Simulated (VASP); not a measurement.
# CuPt6 (P6/mmm) in VASP: further runs

CuPt6 is run at these levels: PBE; tasks: single point, relaxation of cell and atoms.

All numbers are computed with VASP 6.6.1; they aren't measurements. Logs are shortened: lines on timing, memory, paths and dates and some standing lists are left out, and cuts for length are marked.

**1. The cell of the first run**

The structure is hexagonal, space group P6/mmm (No. 191). The conventional cell has a = 7.167 Å, b = 7.167 Å, c = 2.678 Å, α = 90.00°, β = 90.00°, γ = 120.00°. Cu (site symmetry 6/mmm) has 6 Pt at 2.60 Å and 2 Cu at 2.68 Å within 3.4 Å. Within 3.4 Å of Pt (site symmetry mm2) lie 1 Cu at 2.60 Å and 6 Pt at 2.60 to 2.68 Å.

**2. Single point, PBE**

File INCAR:

```
SYSTEM = CuPt6
  PREC = Accurate
  ENCUT = 520
  EDIFF = 1E-6
  ISMEAR = 0
  SIGMA = 0.1
  LREAL = .FALSE.
  LASPH = .TRUE.
  NELM = 60
  ALGO = Normal
  ISIF = 2
  LWAVE = .FALSE.
  LCHARG = .FALSE.
  GGA = PE
  NBANDS = 44
```

File KPOINTS:

```
regular mesh
0
G
  3 3 6
  0 0 0
```

File POSCAR:

```
CuPt6
1.0
    7.1671292144      0.0000000000      0.0000000000
   -3.5835646072      6.2069159719      0.0000000000
    0.0000000000      0.0000000000      2.6775259633
Cu Pt
1 6
Direct
    0.0000000000      0.0000000000      0.5000000000
    0.7907915486      0.2092084514      0.5000000000
    0.7907915486      0.5815830972      0.5000000000
    0.4184169028      0.2092084514      0.5000000000
    0.2092084514      0.7907915486      0.5000000000
    0.2092084514      0.4184169028      0.5000000000
    0.5815830972      0.7907915486      0.5000000000
```

Potentials or basis: VASP PAW PBE potentials, release 64 (Cu, Pt).

On the command line:

```sh
cat potpaw_PBE.64/Cu/POTCAR potpaw_PBE.64/Pt/POTCAR > POTCAR
mpirun -np 1 vasp_std > vasp.out
```

OUTCAR:

```text
SYSTEM = CuPt6
   PREC = Accurate
   ENCUT = 520
   EDIFF = 1E-6
   ISMEAR = 0
   LREAL = .FALSE.
   LASPH = .TRUE.
   NELM = 60
   ISIF = 2
   GGA = PE

 ion  position               nearest neighbor table
   1  0.000  0.000  0.500-   4 2.60   7 2.60   5 2.60   2 2.60   6 2.60   3 2.60
   2  0.791  0.209  0.500-   1 2.60   6 2.60   7 2.60   4 2.67   3 2.67
   3  0.791  0.582  0.500-   7 2.60   5 2.60   1 2.60   2 2.67   4 2.67
   4  0.418  0.209  0.500-   6 2.60   1 2.60   5 2.60   2 2.67   3 2.67
   5  0.209  0.791  0.500-   1 2.60   3 2.60   4 2.60   7 2.67   6 2.67
   6  0.209  0.418  0.500-   4 2.60   2 2.60   1 2.60   5 2.67   7 2.67
   7  0.582  0.791  0.500-   3 2.60   1 2.60   2 2.60   5 2.67   6 2.67

  LATTYP: Found a hexagonal cell.
 ALAT       =     7.1671292144
 C/A-ratio  =     0.3735841623

  Lattice vectors:

 A1 = (   7.1671292144,   0.0000000000,   0.0000000000)
 A2 = (  -3.5835646072,   6.2069159719,   0.0000000000)
 A3 = (   0.0000000000,   0.0000000000,   2.6775259633)

Analysis of symmetry for initial positions (statically):
=====================================================================
 Subroutine PRICEL returns:
 Original cell was already a primitive cell.

 Routine SETGRP: Setting up the symmetry group for a
 hexagonal supercell.

 Subroutine GETGRP returns: Found 24 space group operations
 (whereof 24 operations were pure point group operations)
 out of a pool of 24 trial point group operations.

The static configuration has the point symmetry D_6h.

Analysis of symmetry for dynamics (positions and initial velocities):
=====================================================================
 Subroutine PRICEL returns:
 Original cell was already a primitive cell.

 Routine SETGRP: Setting up the symmetry group for a
 hexagonal supercell.

 Subroutine GETGRP returns: Found 24 space group operations
 (whereof 24 operations were pure point group operations)
 out of a pool of 24 trial point group operations.

The dynamic configuration has the point symmetry D_6h.

 Subroutine INISYM returns: Found 24 space group operations
 (whereof 24 operations are pure point group operations),
 and found     1 'primitive' translations

----------------------------------------------------------------------------------------

                                     Primitive cell

  volume of cell :     119.1118

  direct lattice vectors                    reciprocal lattice vectors
     7.167129214  0.000000000  0.000000000     0.139525879  0.080555304  0.000000000
    -3.583564607  6.206915972  0.000000000     0.000000000  0.161110607  0.000000000
     0.000000000  0.000000000  2.677525963     0.000000000  0.000000000  0.373479105

  length of vectors
     7.167129214  7.167129214  2.677525963     0.161110607  0.161110607  0.373479105

  position of ions in fractional coordinates (direct lattice)
     0.000000000  0.000000000  0.500000000
     0.790791549  0.209208451  0.500000000
     0.790791549  0.581583097  0.500000000
     0.418416903  0.209208451  0.500000000
     0.209208451  0.790791549  0.500000000
     0.209208451  0.418416903  0.500000000
     0.581583097  0.790791549  0.500000000

  ion indices of the primitive-cell ions
   primitive index   ion index
                 1           1
                 2           2
                 3           3
                 4           4
                 5           5
                 6           6
                 7           7

----------------------------------------------------------------------------------------

 KPOINTS: regular mesh

Automatic generation of k-mesh.
 Grid dimensions read from file:
 generate k-points for:    3    3    6

 Generating k-lattice:

  Cartesian coordinates                     Fractional coordinates (reciprocal lattice)
     0.046508626  0.026851768  0.000000000     0.333333333  0.000000000  0.000000000
     0.000000000  0.053703536  0.000000000     0.000000000  0.333333333  0.000000000
     0.000000000  0.000000000  0.062246517     0.000000000  0.000000000  0.166666667

  Length of vectors
     0.053703536  0.053703536  0.062246517

  Shift w.r.t. Gamma in fractional coordinates (k-lattice)
     0.000000000  0.000000000  0.000000000

 Subroutine IBZKPT returns following result:
 ===========================================

 Found     12 irreducible k-points:

 Following reciprocal coordinates:
            Coordinates               Weight
  0.000000  0.000000  0.000000      1.000000
  0.333333  0.000000  0.000000      6.000000
  0.333333  0.333333  0.000000      2.000000
  0.000000  0.000000  0.166667      2.000000
  0.333333  0.000000  0.166667     12.000000
  0.333333  0.333333  0.166667      4.000000
  0.000000  0.000000  0.333333      2.000000
  0.333333  0.000000  0.333333     12.000000
  0.333333  0.333333  0.333333      4.000000
  0.000000  0.000000  0.500000      1.000000
  0.333333  0.000000  0.500000      6.000000
  0.333333  0.333333  0.500000      2.000000
   k-points           NKPTS =     12   k-points in BZ     NKDIM =     12   number of bands    NBANDS=     44
   number of dos      NEDOS =    301   number of ions     NIONS =      7
   total plane-waves  NPLWV =  58320
   dimension x,y,z NGX =    54 NGY =   54 NGZ =   20
   dimension x,y,z NGXF=   108 NGYF=  108 NGZF=   40
   ions per type =               1   6
   NGX,Y,Z   is equivalent  to a cutoff of  12.53, 12.53, 12.42 a.u.
   NGXF,Y,Z  is equivalent  to a cutoff of  25.05, 25.05, 24.84 a.u.
 SYSTEM =  CuPt6
   PREC   = accura    normal or accurate (medium, high low for compatibility)
   ISTART =      0    job   : 0-new  1-cont  2-samecut
   ICHARG =      2    charge: 1-file 2-atom 10-const
   ISPIN  =      1    spin polarized calculation?
   LNONCOLLINEAR =      F non collinear calculations
   LSORBIT =      F    spin-orbit coupling
   LASPH  =      T    aspherical Exc in radial PAW
   ENCUT  =  520.0 eV  38.22 Ry    6.18 a.u.  13.33 13.33  4.98*2*pi/ulx,y,z
   NELM   =     60;   NELMIN=  2; NELMDL= -5     # of ELM steps
   EDIFF  = 0.1E-05   stopping-criterion for ELM
   LREAL  =      F    real-space projection
   EDIFFG = 0.1E-04   stopping-criterion for IOM
   NSW    =      0    number of steps for IOM
   IBRION =     -1    ionic relax: 0-MD 1-quasi-New 2-CG
   NFREE  =      0    steps in history (QN), initial steepest desc. (CG)
   ISIF   =      2    stress and relaxation
   ISYM   =      2    0-nonsym 1-usesym 2-fastsym
   POTIM  = 0.5000    time-step for ionic-motion
   TEBEG  =    0.0;   TEEND  =   0.0 temperature during run
   PSTRESS=    0.0 pullay stress
   NELECT =      71.0000    total number of electrons
   NUPDOWN=      -1.0000    fix difference up-down
   EMIN   =  10.00;   EMAX   =-10.00  energy-range for DOS
   EFERMI =   0.00;   METHOD = LEGACY
   ISMEAR =     0;   SIGMA  =   0.10  broadening in eV -4-tet -1-fermi 0-gaus
   EFERMI_NEDOS =   21; number of points for ismear=-14 and -15
   IALGO  =     38    algorithm
   IMIX   =      4    mixing-type and parameters
     AMIX     =   0.40;   BMIX     =  1.00
     AMIX_MAG =   1.60;   BMIX_MAG =  1.00
  volume/ion in A,a.u.               =      17.02       114.83
  Fermi-wavevector in a.u.,A,eV,Ry     =   1.377768  2.603604 25.827177  1.898244
  Thomas-Fermi vector in A             =   2.502891
   LORBIT       =      0    0 simple, 1 ext, 2 COOP (PROOUT), +10 PAW based schemes
   GGA     = PE    functional components
   LHFCALC =     F    Hartree Fock is set to
   AEXX    =    0.0000 exact exchange contribution
   IVDW    =     0    specifies the selected vdW correction
   LEPSILON=     F    determine dielectric tensor
   LRPA    =     F    only Hartree local field effects (RPA)
 non-spin polarized calculation
 Gauss-broadening in eV      SIGMA  =   0.10
  energy-cutoff  :      520.00
  volume of cell :      119.11
 maximum number of plane-waves:      3238
 NGX is ok and might be reduce to    54
   NGX = 27   NGY = 27   NGZ =  9

 number of electron      71.0000010 magnetization

 Free energy of the ion-electron system (eV)
  ---------------------------------------------------
  ext. energy  EPLUGINS =         0.00000000
  ---------------------------------------------------
  free energy    TOTEN  =       -38.24973185 eV

  energy without entropy =      -38.21019997  energy(sigma->0) =      -38.22996591

 E-fermi :   8.1229     XC(G=0): -12.3789

 val. band max:        8.0884002950   @ k =   0.3333   0.0000   0.3333
 cond. band min:       8.1593412063   @ k =   0.3333   0.0000   0.3333
 fundamental gap:      0.0709409112
 Fermi energy:         8.1229156750

 k-point     1 :       0.0000    0.0000    0.0000
  band No.  band energies     occupation
      1      -0.3504      2.00000
      2       2.0748      2.00000
      3       2.4914      2.00000
      4       2.4914      2.00000
      5       2.7169      2.00000
      6       2.8461      2.00000
[... 36 lines left out ...]
     43      15.8910      0.00000
     44      16.1872      0.00000

 k-point     2 :       0.3333    0.0000    0.0000
  band No.  band energies     occupation
      1       0.2103      2.00000
      2       1.5806      2.00000
      3       2.1783      2.00000
      4       2.3445      2.00000
      5       2.4996      2.00000
      6       3.0283      2.00000
[... 36 lines left out ...]
     43      13.4222      0.00000
     44      13.5279      0.00000

 k-point     3 :       0.3333    0.3333    0.0000
  band No.  band energies     occupation
      1       1.1529      2.00000
      2       1.1749      2.00000
      3       1.1749      2.00000
      4       2.6738      2.00000
      5       2.6738      2.00000
      6       2.8290      2.00000
[... 412 lines left out ...]
     43      12.7410      0.00000
     44      13.3694      0.00000

 k-point    12 :       0.3333    0.3333    0.5000
  band No.  band energies     occupation
      1       2.8596      2.00000
      2       2.9810      2.00000
      3       3.0504      2.00000
      4       3.0504      2.00000
      5       3.1049      2.00000
      6       3.1049      2.00000
[... 36 lines left out ...]
     43      13.5579      0.00000
     44      13.5579      0.00000

------------------------ aborting loop because EDIFF is reached ----------------------------------------

  FORCE on cell =-STRESS in cart. coord.  units (eV):
  Direction    XX          YY          ZZ          XY          YZ          ZX
  --------------------------------------------------------------------------------------
  -------------------------------------------------------------------------------------
  Total       -0.2101927     -0.2101927     -0.3208699      0.0000000      0.0000000      0.0000000
  in kB       -2.8273095     -2.8273095     -4.3160330      0.0000000      0.0000000      0.0000000
  external PRESSURE =      -3.3235507 kB  Pullay stress =       0.0000000 kB

 VOLUME and BASIS-vectors are now :
 -----------------------------------------------------------------------------
  energy-cutoff  :      520.00
  volume of cell :      119.11
      direct lattice vectors                 reciprocal lattice vectors
     7.167129214  0.000000000  0.000000000     0.139525879  0.080555304  0.000000000
    -3.583564607  6.206915972  0.000000000     0.000000000  0.161110607  0.000000000
     0.000000000  0.000000000  2.677525963     0.000000000  0.000000000  0.373479105

 POSITION                                       TOTAL-FORCE (eV/Angst)
 -----------------------------------------------------------------------------------
      0.00000      0.00000      1.33876         0.000000      0.000000     -0.000000
      4.91799      1.29854      1.33876        -0.009124      0.005268     -0.000000
      3.58356      3.60984      1.33876         0.000000     -0.010536      0.000000
      2.24914      1.29854      1.33876         0.009124      0.005268     -0.000000
     -1.33443      4.90838      1.33876         0.009124     -0.005268      0.000000
      0.00000      2.59708      1.33876         0.000000      0.010536     -0.000000
      1.33443      4.90838      1.33876        -0.009124     -0.005268      0.000000
 -----------------------------------------------------------------------------------
    total drift:                               -0.000000      0.000000     -0.000000

  FREE ENERGIE OF THE ION-ELECTRON SYSTEM (eV)
  ---------------------------------------------------
  free  energy   TOTEN  =       -38.2497318526 eV

  energy  without entropy=      -38.2101999683  energy(sigma->0) =      -38.22996591
```

It took 2.5 min on 1 thread of Intel Xeon Platinum 8488C (Sapphire Rapids), shared host; peak memory 0.26 GiB.

Results:

```
Free energy   : -38.2497 eV
Pressure      : -0.3 GPa
Largest force : 0.011 eV/Å
```

Forces on the atoms (eV/Å):
```
Cu   0.000  0.000  0.000
Pt  -0.009  0.005  0.000
Pt   0.000 -0.011  0.000
Pt   0.009  0.005  0.000
Pt   0.009 -0.005  0.000
Pt   0.000  0.011  0.000
Pt  -0.009 -0.005  0.000
```

Levels at points of the mesh, in eV from the Fermi level:
```tsv
k point	band 32	band 33	band 34	band 35	band 36	band 37	band 38	band 39
(0.00, 0.00, 0.00)	-0.15	-0.15	-0.13	-0.13	0.29	0.29	0.45	0.45
(0.00, 0.00, 0.50)	0.58	0.65	0.66	0.66	1.52	2.48	4.12	4.49
```

Caveat: the k points lie up to 0.39 Å⁻¹ apart; spin-orbit coupling is left out, which moves the levels of the heavy elements.

**3. Single point, PBE**

This run uses another cell than the first one, of 15.78 Å³/atom, 0.928 times its volume.

File INCAR:

```
ALGO = Fast ; EDIFF = 1E-6
ENCUT = 520 ; GGA = PE
ISIF = 2 ; ISMEAR = 0
LASPH = True ; LCHARG = False
LREAL = False ; LWAVE = False
NBANDS = 44 ; NELM = 100
PREC = Accurate ; SIGMA = 0.1
```

File KPOINTS:

```
k-points
0
Gamma
  6 6 4
```

File POSCAR:

```
CuPt6
1.0
    4.8788330400      0.0000000000      0.0000000000
   -2.4394165200      4.2251933500      0.0000000000
    0.0000000000      0.0000000000      5.3599552900
Cu Pt
1 6
Direct
    0.0000000000      0.0000000000      0.5000000000
    0.7884878400      0.2115121600      0.5000000000
    0.7884878400      0.5769756800      0.5000000000
    0.4230243200      0.2115121600      0.5000000000
    0.2115121600      0.7884878400      0.5000000000
    0.2115121600      0.4230243200      0.5000000000
    0.5769756800      0.7884878400      0.5000000000
```

Potentials or basis: VASP PAW PBE potentials, release 64 (Cu, Pt).

On the command line:

```sh
cat potpaw_PBE.64/Cu/POTCAR potpaw_PBE.64/Pt/POTCAR > POTCAR
mpirun -np 1 vasp_std > vasp.out
```

Wall time 2.8 min (1 thread of Intel Xeon Platinum 8488C (Sapphire Rapids), shared host); peak memory 0.26 GiB.

The run converged, but its numbers aren't listed here, since they failed a check.

Caveat: spin-orbit coupling is left out, which moves the levels of the heavy elements; forces of over 1 eV/Å act on the atoms, so gaps and moduli don't describe the material at rest.

**4. Relaxation of cell and atoms, PBE**

This run uses another cell than the first one, of 16.77 Å³/atom, 0.985 times its volume.

File INCAR:

```
SYSTEM = CuPt6
ALGO = Fast
EDIFF = 1E-7
EDIFFG = -0.04
ENCUT = 600
GGA = PE
IBRION = 2
ISIF = 3
ISMEAR = 0
LASPH = .TRUE.
LCHARG = .FALSE.
LREAL = .FALSE.
LWAVE = .FALSE.
NELM = 60
NSW = 90
PREC = Accurate
SIGMA = 0.1
```

File KPOINTS:

```
k-points
0
G
  3 3 6
  0 0 0
```

File POSCAR:

```
CuPt6
1.0
    7.1946324891      0.0000000000      0.0000000000
   -3.5973162446      6.2307345065      0.0000000000
    0.0000000000      0.0000000000      2.6184326982
Cu Pt
1 6
Direct
    0.0000000000      0.0000000000      0.5000000000
    0.7905820529      0.2094179471      0.5000000000
    0.7905820529      0.5811641059      0.5000000000
    0.4188358941      0.2094179471      0.5000000000
    0.2094179471      0.7905820529      0.5000000000
    0.2094179471      0.4188358941      0.5000000000
    0.5811641059      0.7905820529      0.5000000000
```

On the command line:

```sh
cat potpaw_PBE.64/Cu/POTCAR potpaw_PBE.64/Pt/POTCAR > POTCAR
mpirun -np 1 vasp_std > vasp.out
```

It took 7.3 min on 1 thread of Intel Xeon Platinum 8375C at 2.90GHz (Ice Lake), shared host; peak memory 0.32 GiB.

The run converged. Its results:

| Property | Result |
| --- | --- |
| Free energy | -38.2498 eV |
| Relaxed volume | 16.99 Å³/atom |
| Relaxed cell | a = 7.165 Å, b = 7.165 Å, c = 2.675 Å, α = 90.00°, β = 90.00°, γ = 120.00° |
| Space group after relaxing (to 0.05 Å) | P6/mmm (No. 191) |
| Energy gained by relaxing | 9.8 meV/atom |
| Ionic steps | 6 |
| Pressure after relaxing | 0.0 GPa |
| Largest force after relaxing | 0.018 eV/Å |

Forces on the atoms (eV/Å):
```
Cu   0.000  0.000  0.000
Pt   0.015 -0.009  0.000
Pt   0.000  0.018  0.000
Pt  -0.015 -0.009  0.000
Pt  -0.015  0.009  0.000
Pt   0.000 -0.018  0.000
Pt   0.015  0.009  0.000
```

The path:
| step | energy change (eV) | largest force (eV/Å) | pressure (GPa) | volume (Å³) |
| --- | --- | --- | --- | --- |
| 1 | 0.0000 | 0.0391 | 2.32 | 117.38 |
| 2 | -0.0106 | 0.0332 | -3.10 | 121.47 |
| 3 | -0.0669 | 0.0326 | -0.83 | 119.45 |
| 4 | -0.0669 | 0.0326 | -0.78 | 119.41 |
| 5 | -0.0649 | 0.0056 | 1.26 | 118.23 |
| 6 | -0.0687 | 0.0179 | 0.05 | 118.93 |

Final structure:
```cif
data_structure
_symmetry_space_group_name_H-M 'P 1'
_symmetry_Int_Tables_number 1
_cell_length_a 7.1650
_cell_length_b 7.1650
_cell_length_c 2.6750
_cell_angle_alpha 90.000
_cell_angle_beta 90.000
_cell_angle_gamma 120.000
_cell_volume 118.93
loop_
_atom_site_label
_atom_site_type_symbol
_atom_site_fract_x
_atom_site_fract_y
_atom_site_fract_z
_atom_site_occupancy
Cu1 Cu 0.00000 0.00000 0.50000 1
Pt1 Pt 0.79070 0.20930 0.50000 1
Pt2 Pt 0.79070 0.58141 0.50000 1
Pt3 Pt 0.41859 0.20930 0.50000 1
Pt4 Pt 0.20930 0.79070 0.50000 1
Pt5 Pt 0.20930 0.41859 0.50000 1
Pt6 Pt 0.58141 0.79070 0.50000 1
```

Levels at points of the mesh, in eV from the Fermi level:
```tsv
k point	band 32	band 33	band 34	band 35	band 36	band 37	band 38	band 39
(0.00, 0.00, 0.00)	-0.16	-0.16	-0.13	-0.13	0.30	0.30	0.45	0.45
(0.00, 0.00, 0.50)	0.59	0.65	0.66	0.66	1.52	2.49	4.14	4.50
```

Caveat: the k points lie up to 0.39 Å⁻¹ apart in the final cell; spin-orbit coupling is left out, which moves the levels of the heavy elements.
